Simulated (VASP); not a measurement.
# CaPdC4N4 (P-43m) in VASP: notebook

Runs on CaPdC4N4. Level: PBE. Tasks: single point.

Everything below comes from runs of VASP 6.6.1. Logs are shortened: lines on timing, memory, paths and dates and some standing lists are left out, and cuts for length are marked.

## Step 1: The cell of the first run

Symmetry: P-43m, No. 215, cubic system. Conventional cell: a = 6.127 Å, b = 6.127 Å, c = 6.127 Å, α = 90.00°, β = 90.00°, γ = 90.00°. Ca (site symmetry -43m) has 4 C at 2.11 Å within 2.8 Å. Within 2.7 Å of Pd (site symmetry -43m) lie 4 N at 2.03 Å. Within 1.6 Å of C (site symmetry 3m) lie 1 N at 1.17 Å. Within 1.6 Å of N (site symmetry 3m) lie 1 C at 1.17 Å.

## Step 2: Single point, PBE, collinear spin

File INCAR:

```
ALGO     = Normal         # electronic algorithm
EDIFF    = 1E-6           # SCF threshold, eV
ENCUT    = 520            # plane-wave cutoff, eV
GGA      = PE             # functional
ISIF     = 2              # what is computed and relaxed
ISMEAR   = 0              # smearing method
ISPIN    = 2              # spin polarisation
LASPH    = True           # aspherical terms in the spheres
LCHARG   = True           # write CHGCAR
LELF     = True           # ELF
LMAXMIX  = 4              # l up to which the mixer works
LORBIT   = 11             # projections on sites
LREAL    = False          # projectors in reciprocal space
LVHAR    = True         
LWAVE    = False          # write WAVECAR
MAGMOM   = 0 1 0 0 0 0 0 0 0 0 # initial moments
NBANDS   = 43             # bands
NELM     = 150            # most SCF steps
PREC     = Accurate       # precision mode
SIGMA    = 0.1            # smearing width, eV
```

File KPOINTS:

```
k-points
0
Gamma
  4 4 4
```

File POSCAR:

```
CaPdC4N4
1.0
    6.1268410600      0.0000000000      0.0000000000
    0.0000000000      6.1268410600      0.0000000000
    0.0000000000      0.0000000000      6.1268410600
Ca Pd C N
1 1 4 4
Direct
    0.0000000000      0.0000000000      0.0000000000
    0.5000000000      0.5000000000      0.5000000000
    0.1984545800      0.1984545800      0.1984545800
    0.1984545800      0.8015454200      0.8015454200
    0.8015454200      0.1984545800      0.8015454200
    0.8015454200      0.8015454200      0.1984545800
    0.3087071200      0.3087071200      0.3087071200
    0.3087071200      0.6912928800      0.6912928800
    0.6912928800      0.3087071200      0.6912928800
    0.6912928800      0.6912928800      0.3087071200
```

Potentials or basis: VASP PAW PBE potentials, release 64 (Ca_sv, Pd, C, N).

On the command line:

```
> cat potpaw_PBE.64/Ca_sv/POTCAR potpaw_PBE.64/Pd/POTCAR potpaw_PBE.64/C/POTCAR potpaw_PBE.64/N/POTCAR > POTCAR
> mpirun -np 1 vasp_std > vasp.out
```

OUTCAR:

```text
EDIFF = 1E-6
   ENCUT = 520
   GGA = PE
   ISIF = 2
   ISMEAR = 0
   ISPIN = 2
   LASPH = True
   LORBIT = 11
   LREAL = False
   NELM = 150
   PREC = Accurate

 ion  position               nearest neighbor table
   1  0.000  0.000  0.000-   3 2.11   4 2.11   5 2.11   6 2.11
   2  0.500  0.500  0.500-   7 2.03   8 2.03   9 2.03  10 2.03
   3  0.198  0.198  0.198-   7 1.17   1 2.11
   4  0.198  0.802  0.802-   8 1.17   1 2.11
   5  0.802  0.198  0.802-   9 1.17   1 2.11
   6  0.802  0.802  0.198-  10 1.17   1 2.11
   7  0.309  0.309  0.309-   3 1.17   2 2.03
   8  0.309  0.691  0.691-   4 1.17   2 2.03
   9  0.691  0.309  0.691-   5 1.17   2 2.03
  10  0.691  0.691  0.309-   6 1.17   2 2.03

  LATTYP: Found a simple cubic cell.
 ALAT       =     6.1268410600

  Lattice vectors:

 A1 = (   6.1268410600,   0.0000000000,   0.0000000000)
 A2 = (   0.0000000000,   6.1268410600,   0.0000000000)
 A3 = (   0.0000000000,   0.0000000000,   6.1268410600)

Analysis of symmetry for initial positions (statically):
=====================================================================
 Subroutine PRICEL returns:
 Original cell was already a primitive cell.

 Routine SETGRP: Setting up the symmetry group for a
 simple cubic supercell.

 Subroutine GETGRP returns: Found 24 space group operations
 (whereof 24 operations were pure point group operations)
 out of a pool of 48 trial point group operations.

The static configuration has the point symmetry T_d .

Analysis of symmetry for dynamics (positions and initial velocities):
=====================================================================
 Subroutine PRICEL returns:
 Original cell was already a primitive cell.

 Routine SETGRP: Setting up the symmetry group for a
 simple cubic supercell.

 Subroutine GETGRP returns: Found 24 space group operations
 (whereof 24 operations were pure point group operations)
 out of a pool of 48 trial point group operations.

The dynamic configuration has the point symmetry T_d .

Analysis of structural, dynamic, and magnetic symmetry:
=====================================================================
 Subroutine PRICEL returns:
 Original cell was already a primitive cell.

 Routine SETGRP: Setting up the symmetry group for a
 simple cubic supercell.

 Subroutine GETGRP returns: Found 24 space group operations
 (whereof 24 operations were pure point group operations)
 out of a pool of 48 trial point group operations.

The overall configuration has the point symmetry T_d .

 Subroutine INISYM returns: Found 24 space group operations
 (whereof 24 operations are pure point group operations),
 and found     1 'primitive' translations

----------------------------------------------------------------------------------------

                                     Primitive cell

  volume of cell :     229.9905

  direct lattice vectors                    reciprocal lattice vectors
     6.126841060  0.000000000  0.000000000     0.163216246  0.000000000  0.000000000
     0.000000000  6.126841060  0.000000000     0.000000000  0.163216246  0.000000000
     0.000000000  0.000000000  6.126841060     0.000000000  0.000000000  0.163216246

  length of vectors
     6.126841060  6.126841060  6.126841060     0.163216246  0.163216246  0.163216246

  position of ions in fractional coordinates (direct lattice)
     0.000000000  0.000000000  0.000000000
     0.500000000  0.500000000  0.500000000
     0.198454580  0.198454580  0.198454580
     0.198454580  0.801545420  0.801545420
     0.801545420  0.198454580  0.801545420
     0.801545420  0.801545420  0.198454580
     0.308707120  0.308707120  0.308707120
     0.308707120  0.691292880  0.691292880
     0.691292880  0.308707120  0.691292880
     0.691292880  0.691292880  0.308707120

  ion indices of the primitive-cell ions
   primitive index   ion index
                 1           1
                 2           2
                 3           3
                 4           4
[... 50 lines left out ...]
   ions per type =               1   1   4   4
   NGX,Y,Z   is equivalent  to a cutoff of  13.02, 13.02, 13.02 a.u.
   NGXF,Y,Z  is equivalent  to a cutoff of  26.05, 26.05, 26.05 a.u.
 SYSTEM =  unknown system
   PREC   = accura    normal or accurate (medium, high low for compatibility)
   ISTART =      0    job   : 0-new  1-cont  2-samecut
   ICHARG =      2    charge: 1-file 2-atom 10-const
   ISPIN  =      2    spin polarized calculation?
   LNONCOLLINEAR =      F non collinear calculations
   LSORBIT =      F    spin-orbit coupling
   LASPH  =      T    aspherical Exc in radial PAW
   ENCUT  =  520.0 eV  38.22 Ry    6.18 a.u.  11.39 11.39 11.39*2*pi/ulx,y,z
   NELM   =    150;   NELMIN=  2; NELMDL= -5     # of ELM steps
   EDIFF  = 0.1E-05   stopping-criterion for ELM
   LREAL  =      F    real-space projection
   EDIFFG = 0.1E-04   stopping-criterion for IOM
   NSW    =      0    number of steps for IOM
   IBRION =     -1    ionic relax: 0-MD 1-quasi-New 2-CG
   NFREE  =      0    steps in history (QN), initial steepest desc. (CG)
   ISIF   =      2    stress and relaxation
   ISYM   =      2    0-nonsym 1-usesym 2-fastsym
   POTIM  = 0.5000    time-step for ionic-motion
   TEBEG  =    0.0;   TEEND  =   0.0 temperature during run
   PSTRESS=    0.0 pullay stress
   NELECT =      56.0000    total number of electrons
   NUPDOWN=      -1.0000    fix difference up-down
   EMIN   =  10.00;   EMAX   =-10.00  energy-range for DOS
   EFERMI =   0.00;   METHOD = LEGACY
   ISMEAR =     0;   SIGMA  =   0.10  broadening in eV -4-tet -1-fermi 0-gaus
   EFERMI_NEDOS =   21; number of points for ismear=-14 and -15
   IALGO  =     38    algorithm
   IMIX   =      4    mixing-type and parameters
     AMIX     =   0.40;   BMIX     =  1.00
     AMIX_MAG =   1.60;   BMIX_MAG =  1.00
  volume/ion in A,a.u.               =      23.00       155.21
  Fermi-wavevector in a.u.,A,eV,Ry     =   1.022275  1.931819 14.218705  1.045045
  Thomas-Fermi vector in A             =   2.155945
   LORBIT       =     11    0 simple, 1 ext, 2 COOP (PROOUT), +10 PAW based schemes
   GGA     = PE    functional components
   LHFCALC =     F    Hartree Fock is set to
   AEXX    =    0.0000 exact exchange contribution
   IVDW    =     0    specifies the selected vdW correction
   LEPSILON=     F    determine dielectric tensor
   LRPA    =     F    only Hartree local field effects (RPA)
 spin polarized calculation
 Gauss-broadening in eV      SIGMA  =   0.10
  energy-cutoff  :      520.00
  volume of cell :      229.99
 maximum number of plane-waves:      6217
 NGX is ok and might be reduce to    48
   NGX = 23   NGY = 23   NGZ = 23

 number of electron      55.9999989 magnetization       1.9999886

 Free energy of the ion-electron system (eV)
  ---------------------------------------------------
  ext. energy  EPLUGINS =         0.00000000
  ---------------------------------------------------
  free energy    TOTEN  =       -69.86816320 eV

  energy without entropy =      -69.79783406  energy(sigma->0) =      -69.83299863

 E-fermi :  -1.5162     XC(G=0):  -6.8165

 val. band max:       -1.5165964531   @ k =   0.2500   0.2500   0.0000
 cond. band min:      -1.5143952565   @ k =   0.2500   0.0000   0.0000
 fundamental gap:      0.0022011966
 Fermi energy:        -1.5161514344

 spin component 1

 k-point     1 :       0.0000    0.0000    0.0000
  band No.  band energies     occupation
      1     -38.8842      1.00000
      2     -20.2797      1.00000
      3     -20.2797      1.00000
      4     -20.2797      1.00000
      5     -18.7209      1.00000
      6     -18.6028      1.00000
[... 419 lines left out ...]
     39       6.0121      0.00000
     40       6.0121      0.00000
 Fermi energy:        -1.5161514344

 spin component 2

 k-point     1 :       0.0000    0.0000    0.0000
  band No.  band energies     occupation
      1     -38.8705      1.00000
      2     -20.2618      1.00000
      3     -20.2618      1.00000
      4     -20.2618      1.00000
      5     -18.5869      1.00000
      6     -18.4696      1.00000
[... 419 lines left out ...]
     39       6.1312      0.00000
     40       6.1312      0.00000
 [bands above 40 left out]

------------------------ aborting loop because EDIFF is reached ----------------------------------------

  FORCE on cell =-STRESS in cart. coord.  units (eV):
  Direction    XX          YY          ZZ          XY          YZ          ZX
  --------------------------------------------------------------------------------------
  -------------------------------------------------------------------------------------
  Total       14.6203252     14.6203252     14.6203252     -0.0000000     -0.0000000     -0.0000000
  in kB      101.8492353    101.8492353    101.8492353     -0.0000000     -0.0000000     -0.0000000
  external PRESSURE =     101.8492353 kB  Pullay stress =       0.0000000 kB

 VOLUME and BASIS-vectors are now :
 -----------------------------------------------------------------------------
  energy-cutoff  :      520.00
  volume of cell :      229.99
      direct lattice vectors                 reciprocal lattice vectors
     6.126841060  0.000000000  0.000000000     0.163216246  0.000000000  0.000000000
     0.000000000  6.126841060  0.000000000     0.000000000  0.163216246  0.000000000
     0.000000000  0.000000000  6.126841060     0.000000000  0.000000000  0.163216246

 POSITION                                       TOTAL-FORCE (eV/Angst)
 -----------------------------------------------------------------------------------
      0.00000      0.00000      0.00000        -0.000000     -0.000000      0.000000
      3.06342      3.06342      3.06342         0.000000     -0.000000      0.000000
      1.21590      1.21590      1.21590         1.993133      1.993133      1.993133
      1.21590      4.91094      4.91094         1.993133     -1.993133     -1.993133
      4.91094      1.21590      4.91094        -1.993133      1.993133     -1.993133
      4.91094      4.91094      1.21590        -1.993133     -1.993133      1.993133
      1.89140      1.89140      1.89140         0.097466      0.097466      0.097466
      1.89140      4.23544      4.23544         0.097466     -0.097466     -0.097466
      4.23544      1.89140      4.23544        -0.097466      0.097466     -0.097466
      4.23544      4.23544      1.89140        -0.097466     -0.097466      0.097466
 -----------------------------------------------------------------------------------
    total drift:                               -0.000000     -0.000000     -0.000000

  FREE ENERGIE OF THE ION-ELECTRON SYSTEM (eV)
  ---------------------------------------------------
  free  energy   TOTEN  =       -69.8681631981 eV

  energy  without entropy=      -69.7978340580  energy(sigma->0) =      -69.83299863

 total charge

# of ion       s       p       d       tot
------------------------------------------
    1        2.103   5.935   0.505   8.543
    2        0.441   0.666   8.248   9.355
    3        1.005   1.623   0.000   2.628
    4        1.005   1.623   0.000   2.628
    5        1.005   1.623   0.000   2.628
    6        1.005   1.623   0.000   2.628
    7        1.308   2.571   0.000   3.879
    8        1.308   2.571   0.000   3.879
    9        1.308   2.571   0.000   3.879
   10        1.308   2.571   0.000   3.879
--------------------------------------------------
tot         11.795  23.377   8.753  43.925

 magnetization (x)

# of ion       s       p       d       tot
------------------------------------------
    1        0.001   0.005   0.011   0.017
    2        0.002   0.098   1.152   1.252
    3        0.001   0.044   0.000   0.046
    4        0.001   0.044   0.000   0.046
    5        0.001   0.044   0.000   0.046
    6        0.001   0.044   0.000   0.046
    7        0.014   0.066   0.000   0.080
    8        0.014   0.066   0.000   0.080
    9        0.014   0.066   0.000   0.080
   10        0.014   0.066   0.000   0.080
--------------------------------------------------
tot          0.065   0.545   1.162   1.772
```

It took 6 min on 1 thread of Intel Xeon Platinum 8488C (Sapphire Rapids), shared host; peak memory 0.5 GiB.

Results:

| Quantity | Value |
| --- | --- |
| Free energy | -69.8682 eV |
| Pressure | 10.2 GPa |
| Largest force | 3.452 eV/Å |
| Band gap on the k mesh | zero (filled and empty bands overlap) |
| Net moment | 2.00 μB per cell |
| Site moments | Ca +0.02; Pd +1.25; C +0.05; N +0.08 μB |
| Valence electrons inside the program's atomic spheres | Ca 8.54; Pd 9.36; C 2.63; N 3.88 |

Forces on the atoms (eV/Å):
```
Ca   0.000  0.000  0.000
Pd   0.000  0.000  0.000
C    1.993  1.993  1.993
C    1.993 -1.993 -1.993
C   -1.993  1.993 -1.993
C   -1.993 -1.993  1.993
N    0.097  0.097  0.097
N    0.097 -0.097 -0.097
N   -0.097  0.097 -0.097
N   -0.097 -0.097  0.097
```

Levels at points of the mesh, in eV from the Fermi level:
Spin up:
| k point | band 26 | band 27 | band 28 | band 29 | band 30 | band 31 | band 32 | band 33 |
| --- | --- | --- | --- | --- | --- | --- | --- | --- |
| (0.00, 0.00, 0.00) | -2.01 | -0.75 | -0.75 | -0.75 | 3.73 | 3.73 | 3.73 | 3.76 |
| (0.50, 0.00, 0.00) | -1.82 | -0.87 | -0.76 | -0.76 | 3.62 | 3.64 | 3.91 | 4.00 |
| (0.50, 0.50, 0.00) | -1.73 | -0.90 | -0.74 | -0.74 | 3.57 | 3.76 | 3.99 | 3.99 |
| (0.50, 0.50, 0.50) | -1.84 | -0.75 | -0.75 | -0.75 | 3.86 | 3.86 | 3.98 | 3.98 |
Spin down:
| k point | band 22 | band 23 | band 24 | band 25 | band 26 | band 27 | band 28 | band 29 | band 30 | band 31 |
| --- | --- | --- | --- | --- | --- | --- | --- | --- | --- | --- |
| (0.00, 0.00, 0.00) | -2.57 | -2.57 | -2.57 | -1.63 | -1.63 | 0.04 | 0.04 | 0.04 | 3.86 | 3.86 |
| (0.50, 0.00, 0.00) | -2.50 | -2.49 | -2.49 | -1.54 | -1.45 | -0.03 | 0.04 | 0.04 | 3.70 | 3.77 |
| (0.50, 0.50, 0.00) | -2.60 | -2.60 | -2.45 | -1.49 | -1.38 | -0.05 | 0.08 | 0.08 | 3.71 | 3.84 |
| (0.50, 0.50, 0.50) | -2.62 | -2.62 | -2.62 | -1.49 | -1.49 | 0.06 | 0.06 | 0.06 | 3.95 | 3.95 |

Caveat: the cell stands under pressure; forces of over 1 eV/Å act on the atoms, so gaps and moduli don't describe the material at rest.

(Part 1 of 2 ends here.)
